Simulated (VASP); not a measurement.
# LiV (P6_3mc) in VASP: single point with PBE

Aim: the single point of LiV with PBE.

All numbers are computed with VASP 6.6.1; they aren't measurements. Logs are shortened: lines on timing, memory, paths and dates and some standing lists are left out, and cuts for length are marked.

## Step 1: The cell of the first run

The typed cell holds 4 atoms: a = 4.496 Å, b = 4.496 Å, c = 5.221 Å, α = 90.00°, β = 90.00°, γ = 120.00°.

## Step 2: Single point, PBE, collinear spin, ferromagnetic start

INCAR reads:

```
PREC     = Accurate       # precision mode
ENCUT    = 520            # plane-wave cutoff, eV
EDIFF    = 1E-6           # SCF threshold, eV
ISMEAR   = 0              # smearing method
SIGMA    = 0.1            # smearing width, eV
LREAL    = False          # projectors in reciprocal space
LASPH    = True           # aspherical terms in the spheres
NELM     = 150            # most SCF steps
ALGO     = Normal         # electronic algorithm
ISIF     = 2              # what is computed and relaxed
LWAVE    = False          # write WAVECAR
LCHARG   = False          # write CHGCAR
ISPIN    = 2              # spin polarisation
MAGMOM   = 0.17 0.17 1.87 1.87 # initial moments
LORBIT   = 11             # projections on sites
LMAXMIX  = 4              # l up to which the mixer works
GGA      = PE             # functional
NBANDS   = 28             # bands
```

KPOINTS reads:

```
Automatic mesh
0
Gamma
  6 6 4
```

POSCAR reads:

```
LiV
1.0
    4.4964312011      0.0000000000      0.0000000000
   -2.2482156005      3.8940236465      0.0000000000
    0.0000000000      0.0000000000      5.2208452700
Li V
2 2
Direct
    0.3333333333      0.6666666667     -0.0591411162
    0.6666666667      0.3333333333      0.4408588838
    0.3333333333      0.6666666667      0.4412411162
    0.6666666667      0.3333333333      0.9412411162
```

Potentials or basis: VASP PAW PBE potentials, release 64 (Li_sv, V_sv).

The run is started by

```console
$ cat potpaw_PBE.64/Li_sv/POTCAR potpaw_PBE.64/V_sv/POTCAR > POTCAR
$ mpirun -np 1 vasp_std > vasp.out
```

OUTCAR:

```text
PREC = Accurate
   ENCUT = 520
   EDIFF = 1E-6
   ISMEAR = 0
   LREAL = False
   LASPH = True
   NELM = 150
   ISIF = 2
   ISPIN = 2
   LORBIT = 11
   GGA = PE

 ion  position               nearest neighbor table
   1  0.333  0.667  0.941-   4 2.60   4 2.60   4 2.60   3 2.61   3 2.61
   2  0.667  0.333  0.441-   3 2.60   3 2.60   3 2.60   4 2.61   4 2.61
   3  0.333  0.667  0.441-   2 2.60   2 2.60   2 2.60   1 2.61   1 2.61
   4  0.667  0.333  0.941-   1 2.60   1 2.60   1 2.60   2 2.61   2 2.61

  LATTYP: Found a hexagonal cell.
 ALAT       =     4.4964312011
 C/A-ratio  =     1.1611086741

  Lattice vectors:

 A1 = (   4.4964312011,   0.0000000000,   0.0000000000)
 A2 = (  -2.2482156005,   3.8940236465,   0.0000000000)
 A3 = (   0.0000000000,   0.0000000000,   5.2208452700)

Analysis of symmetry for initial positions (statically):
=====================================================================
 Subroutine PRICEL returns:
 Original cell was already a primitive cell.

 Routine SETGRP: Setting up the symmetry group for a
 hexagonal supercell.

 Subroutine GETGRP returns: Found 12 space group operations
 (whereof  6 operations were pure point group operations)
 out of a pool of 24 trial point group operations.

The static configuration has the point symmetry C_3v.
 The point group associated with its full space group is C_6v.

Analysis of symmetry for dynamics (positions and initial velocities):
=====================================================================
 Subroutine PRICEL returns:
 Original cell was already a primitive cell.

 Routine SETGRP: Setting up the symmetry group for a
 hexagonal supercell.

 Subroutine GETGRP returns: Found 12 space group operations
 (whereof  6 operations were pure point group operations)
 out of a pool of 24 trial point group operations.

The dynamic configuration has the point symmetry C_3v.
 The point group associated with its full space group is C_6v.

Analysis of structural, dynamic, and magnetic symmetry:
=====================================================================
 Subroutine PRICEL returns:
 Original cell was already a primitive cell.

 Routine SETGRP: Setting up the symmetry group for a
 hexagonal supercell.

 Subroutine GETGRP returns: Found 12 space group operations
 (whereof  6 operations were pure point group operations)
 out of a pool of 24 trial point group operations.

The overall configuration has the point symmetry C_3v.
 The point group associated with its full space group is C_6v.

 Subroutine INISYM returns: Found 12 space group operations
 (whereof  6 operations are pure point group operations),
 and found     1 'primitive' translations

----------------------------------------------------------------------------------------

                                     Primitive cell

  volume of cell :      91.4129

  direct lattice vectors                    reciprocal lattice vectors
     4.496431201  0.000000000  0.000000000     0.222398599  0.128401891  0.000000000
    -2.248215601  3.894023646  0.000000000     0.000000000  0.256803782  0.000000000
     0.000000000  0.000000000  5.220845270     0.000000000  0.000000000  0.191539865

  length of vectors
     4.496431201  4.496431201  5.220845270     0.256803782  0.256803782  0.191539865

  position of ions in fractional coordinates (direct lattice)
     0.333333333  0.666666667  0.940858884
     0.666666667  0.333333333  0.440858884
     0.333333333  0.666666667  0.441241116
     0.666666667  0.333333333  0.941241116

  ion indices of the primitive-cell ions
   primitive index   ion index
                 1           1
                 2           2
                 3           3
                 4           4

----------------------------------------------------------------------------------------

 KPOINTS: Automatic mesh

Automatic generation of k-mesh.
 Grid dimensions read from file:
 generate k-points for:    6    6    4

 Generating k-lattice:

  Cartesian coordinates                     Fractional coordinates (reciprocal lattice)
     0.037066433  0.021400315  0.000000000     0.166666667  0.000000000  0.000000000
     0.000000000  0.042800630  0.000000000     0.000000000  0.166666667  0.000000000
     0.000000000  0.000000000  0.047884966     0.000000000  0.000000000  0.250000000

  Length of vectors
     0.042800630  0.042800630  0.047884966

  Shift w.r.t. Gamma in fractional coordinates (k-lattice)
     0.000000000  0.000000000  0.000000000

 Subroutine IBZKPT returns following result:
 ===========================================

 Found     21 irreducible k-points:

 Following reciprocal coordinates:
            Coordinates               Weight
  0.000000  0.000000  0.000000      1.000000
  0.166667 -0.000000  0.000000      6.000000
  0.333333  0.000000  0.000000      6.000000
  0.500000 -0.000000  0.000000      3.000000
  0.166667  0.166667  0.000000      6.000000
  0.333333  0.166667  0.000000     12.000000
[... 13 lines left out ...]
  0.333333  0.166667  0.500000     12.000000
  0.333333  0.333333  0.500000      2.000000
   k-points           NKPTS =     21   k-points in BZ     NKDIM =     21   number of bands    NBANDS=     28
   number of dos      NEDOS =    301   number of ions     NIONS =      4
   total plane-waves  NPLWV =  51840
   dimension x,y,z NGX =    36 NGY =   36 NGZ =   40
   dimension x,y,z NGXF=    72 NGYF=   72 NGZF=   80
   ions per type =               2   2
   NGX,Y,Z   is equivalent  to a cutoff of  13.31, 13.31, 12.74 a.u.
   NGXF,Y,Z  is equivalent  to a cutoff of  26.62, 26.62, 25.47 a.u.
 SYSTEM =  unknown system
   PREC   = accura    normal or accurate (medium, high low for compatibility)
   ISTART =      0    job   : 0-new  1-cont  2-samecut
   ICHARG =      2    charge: 1-file 2-atom 10-const
   ISPIN  =      2    spin polarized calculation?
   LNONCOLLINEAR =      F non collinear calculations
   LSORBIT =      F    spin-orbit coupling
   LASPH  =      T    aspherical Exc in radial PAW
   ENCUT  =  520.0 eV  38.22 Ry    6.18 a.u.   8.36  8.36  9.71*2*pi/ulx,y,z
   NELM   =    150;   NELMIN=  2; NELMDL= -5     # of ELM steps
   EDIFF  = 0.1E-05   stopping-criterion for ELM
   LREAL  =      F    real-space projection
   EDIFFG = 0.1E-04   stopping-criterion for IOM
   NSW    =      0    number of steps for IOM
   IBRION =     -1    ionic relax: 0-MD 1-quasi-New 2-CG
   NFREE  =      0    steps in history (QN), initial steepest desc. (CG)
   ISIF   =      2    stress and relaxation
   ISYM   =      2    0-nonsym 1-usesym 2-fastsym
   POTIM  = 0.5000    time-step for ionic-motion
   TEBEG  =    0.0;   TEEND  =   0.0 temperature during run
   PSTRESS=    0.0 pullay stress
   NELECT =      32.0000    total number of electrons
   NUPDOWN=      -1.0000    fix difference up-down
   EMIN   =  10.00;   EMAX   =-10.00  energy-range for DOS
   EFERMI =   0.00;   METHOD = LEGACY
   ISMEAR =     0;   SIGMA  =   0.10  broadening in eV -4-tet -1-fermi 0-gaus
   EFERMI_NEDOS =   21; number of points for ismear=-14 and -15
   IALGO  =     38    algorithm
   IMIX   =      4    mixing-type and parameters
     AMIX     =   0.40;   BMIX     =  1.00
     AMIX_MAG =   1.60;   BMIX_MAG =  1.00
  volume/ion in A,a.u.               =      22.85       154.22
  Fermi-wavevector in a.u.,A,eV,Ry     =   1.153778  2.180325 18.112135  1.331204
  Thomas-Fermi vector in A             =   2.290420
   LORBIT       =     11    0 simple, 1 ext, 2 COOP (PROOUT), +10 PAW based schemes
   GGA     = PE    functional components
   LHFCALC =     F    Hartree Fock is set to
   AEXX    =    0.0000 exact exchange contribution
   IVDW    =     0    specifies the selected vdW correction
   LEPSILON=     F    determine dielectric tensor
   LRPA    =     F    only Hartree local field effects (RPA)
 spin polarized calculation
 Gauss-broadening in eV      SIGMA  =   0.10
  energy-cutoff  :      520.00
  volume of cell :       91.41
 maximum number of plane-waves:      2491
 NGX is ok and might be reduce to    36
   NGX = 17   NGY = 17   NGZ = 19

 number of electron      32.0000010 magnetization       8.1202512

 Free energy of the ion-electron system (eV)
  ---------------------------------------------------
  ext. energy  EPLUGINS =         0.00000000
  ---------------------------------------------------
  free energy    TOTEN  =       -15.27998331 eV

  energy without entropy =      -15.26377688  energy(sigma->0) =      -15.27188009

 E-fermi :   2.4039     XC(G=0):  -8.3362

 val. band max:        2.3667075263   @ k =   0.5000  -0.0000   0.2500
 cond. band min:       2.4055942943   @ k =   0.3333   0.3333   0.0000
 fundamental gap:      0.0388867680
 Fermi energy:         2.4039088878

 spin component 1

 k-point     1 :       0.0000    0.0000    0.0000
  band No.  band energies     occupation
      1     -62.4904      1.00000
      2     -62.4878      1.00000
      3     -43.7652      1.00000
      4     -43.7634      1.00000
      5     -36.4023      1.00000
      6     -36.3855      1.00000
[... 20 lines left out ...]
     27       8.7676      0.00000
[... 597 lines left out ...]
      5     -36.3944      1.00000
      6     -36.3944      1.00000
[... 20 lines left out ...]
     27      10.7421      0.00000
     28      10.7421      0.00000
 Fermi energy:         2.4039088878

 spin component 2

 k-point     1 :       0.0000    0.0000    0.0000
  band No.  band energies     occupation
      1     -59.6021      1.00000
      2     -59.5993      1.00000
      3     -43.6415      1.00000
      4     -43.6399      1.00000
      5     -33.5708      1.00000
      6     -33.5455      1.00000
[... 20 lines left out ...]
     27      10.2027      0.00000
[... 598 lines left out ...]
      6     -33.5583      1.00000
[... 20 lines left out ...]
     27      11.9552      0.00000
     28      11.9552      0.00000

------------------------ aborting loop because EDIFF is reached ----------------------------------------

  FORCE on cell =-STRESS in cart. coord.  units (eV):
  Direction    XX          YY          ZZ          XY          YZ          ZX
  --------------------------------------------------------------------------------------
  -------------------------------------------------------------------------------------
  Total        0.0051993      0.0051993      0.0280083      0.0000000      0.0000000      0.0000000
  in kB        0.0911266      0.0911266      0.4908957      0.0000000      0.0000000      0.0000000
  external PRESSURE =       0.2243830 kB  Pullay stress =       0.0000000 kB

 VOLUME and BASIS-vectors are now :
 -----------------------------------------------------------------------------
  energy-cutoff  :      520.00
  volume of cell :       91.41
      direct lattice vectors                 reciprocal lattice vectors
     4.496431201  0.000000000  0.000000000     0.222398599  0.128401891  0.000000000
    -2.248215601  3.894023646  0.000000000     0.000000000  0.256803782  0.000000000
     0.000000000  0.000000000  5.220845270     0.000000000  0.000000000  0.191539865

 POSITION                                       TOTAL-FORCE (eV/Angst)
 -----------------------------------------------------------------------------------
     -0.00000      2.59602      4.91208        -0.000000      0.000000      0.008262
      2.24822      1.29801      2.30166         0.000000      0.000000      0.008262
     -0.00000      2.59602      2.30365        -0.000000      0.000000     -0.008262
      2.24822      1.29801      4.91407         0.000000      0.000000     -0.008262
 -----------------------------------------------------------------------------------
    total drift:                               -0.000000      0.000000     -0.001244

  FREE ENERGIE OF THE ION-ELECTRON SYSTEM (eV)
  ---------------------------------------------------
  free  energy   TOTEN  =       -15.2799833104 eV

  energy  without entropy=      -15.2637768765  energy(sigma->0) =      -15.27188009

 total charge

# of ion       s       p       d       tot
------------------------------------------
    1        2.045   0.083   0.000   2.128
    2        2.045   0.083   0.000   2.128
    3        2.262   6.032   3.048  11.343
    4        2.262   6.032   3.048  11.343
--------------------------------------------------
tot          8.614  12.231   6.096  26.941

 magnetization (x)

# of ion       s       p       d       tot
------------------------------------------
    1        0.021   0.040   0.000   0.061
    2        0.021   0.040   0.000   0.061
    3        0.029   0.049   2.925   3.003
    4        0.029   0.049   2.925   3.003
--------------------------------------------------
tot          0.099   0.179   5.850   6.128
```

Run time: 63 s. Hardware: 1 thread of AMD EPYC 9R45 (Zen 5), shared host; peak memory 0.25 GiB.

Results:

- Free energy: -15.2800 eV
- Largest force: 0.008 eV/Å
- Net moment: 8.12 μB per cell
- Site moments: Li +0.06; V +3.00 μB
- Valence electrons inside the program's atomic spheres: Li 2.13; V 11.34

Forces on the atoms (eV/Å):
```
Li   0.000  0.000  0.008
Li   0.000  0.000  0.008
V    0.000  0.000 -0.008
V    0.000  0.000 -0.008
```

Levels at points of the mesh, in eV from the Fermi level:
Spin up:
| k point | band 16 | band 17 | band 18 | band 19 | band 20 | band 21 | band 22 | band 23 | band 24 | band 25 |
| --- | --- | --- | --- | --- | --- | --- | --- | --- | --- | --- |
| (0.00, 0.00, 0.00) | -0.96 | -0.68 | -0.66 | -0.66 | -0.45 | 0.19 | 0.19 | 2.60 | 3.62 | 3.62 |
| (0.50, 0.00, 0.00) | -0.70 | -0.61 | -0.59 | -0.42 | -0.22 | 0.03 | 0.37 | 1.22 | 2.20 | 3.67 |
| (0.00, 0.00, 0.50) | -1.25 | -1.02 | -1.02 | 0.07 | 0.07 | 0.07 | 0.07 | 5.10 | 5.10 | 5.10 |
| (0.50, 0.00, 0.50) | -0.91 | -0.84 | -0.84 | -0.13 | -0.13 | -0.13 | -0.13 | 1.02 | 1.02 | 3.40 |
Spin down:
```tsv
k point	band 10	band 11	band 12	band 13	band 14	band 15
(0.00, 0.00, 0.00)	-35.90	-3.59	0.41	0.74	1.37	1.37
(0.50, 0.00, 0.00)	-35.90	-1.56	-1.27	0.67	0.89	1.10
(0.00, 0.00, 0.50)	-35.90	-2.35	-2.35	0.98	0.98	0.98
(0.50, 0.00, 0.50)	-35.90	-1.10	-1.10	0.32	0.32	1.27
```

Caveat: the cutoff is under 1.25 times the usual one of these potentials, so pressure, stress and relaxed cells hold a basis-set (Pulay) error.
